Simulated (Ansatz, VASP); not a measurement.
# Rh in VASP and in Ansatz

File INCAR:

```
ALGO = Normal
EDIFF = 1E-7
ENCUT = 520
GGA = PE
ISIF = 2
ISMEAR = -1
LASPH = T
LCHARG = F
LREAL = F
LWAVE = F
NBANDS = 22
NELM = 60
PREC = Accurate
SIGMA = 0.08
```

The input KPOINTS:

```
k-points
0
Gamma
  18 18 18
```

Contents of POSCAR:

```
Rh
1.0
   -1.9834267191      1.9834267191      1.0917425993
    1.9834267191     -1.9834267191      1.0917425993
    1.9834267191      1.9834267191     -1.0917425993
Rh
2
Direct
   -0.3750000000     -0.1250000000     -0.2500000000
    0.3750000000      0.1250000000      0.2500000000
```

Input for Ansatz:

```yaml
crystal:
  lattice:
    - [-1.9834267191, 1.9834267191, 1.0917425993]
    - [1.9834267191, -1.9834267191, 1.0917425993]
    - [1.9834267191, 1.9834267191, -1.0917425993]
  atoms:
    - { symbol: Rh, position: [-0.375, -0.125, -0.25] }
    - { symbol: Rh, position: [0.375, 0.125, 0.25] }
kpoints:
  mp_grid: { grid: [18, 18, 18] }
scf:
  occupations: { method: fermi_dirac, width: 0.08 }
hamiltonian:
  xc: pbe
  pseudopotentials: { kind: all_electron, lapw: { basis_error: 0.001 } }
output:
  forces: true
  stress: true
  eigenvalues: true
  populations: true
```

Change from the starting cell: volume scaled by 0.55, LAPW.

Alike in both runs: task single point; functional PBE; k mesh 18 × 18 × 18; occupations fermi-dirac, width 0.08 eV; no spin polarisation.

```csv
,VASP,Ansatz
version,VASP 6.6.1,Ansatz 0.2.0
potentials or method,"VASP PAW PBE potentials, release 64 (Rh_pv), cutoff 520 eV","all-electron LAPW, scalar-relativistic"
```

Ansatz gave:

```
pressure (GPa)                                                : 516.2
traceless stress, the component that is largest in VASP (GPa) : -0.39
```

Problem. Estimate VASP's values.

Solution. Pressure (GPa): 525.8; traceless stress, the component that is largest in VASP (GPa): -3.15.

Both programs put the cell under a high pressure, so it lies far from rest at this level. Ansatz ran all-electron here, and VASP with PAW potentials.

Noted on VASP's run: the cell as given lies far from equilibrium.
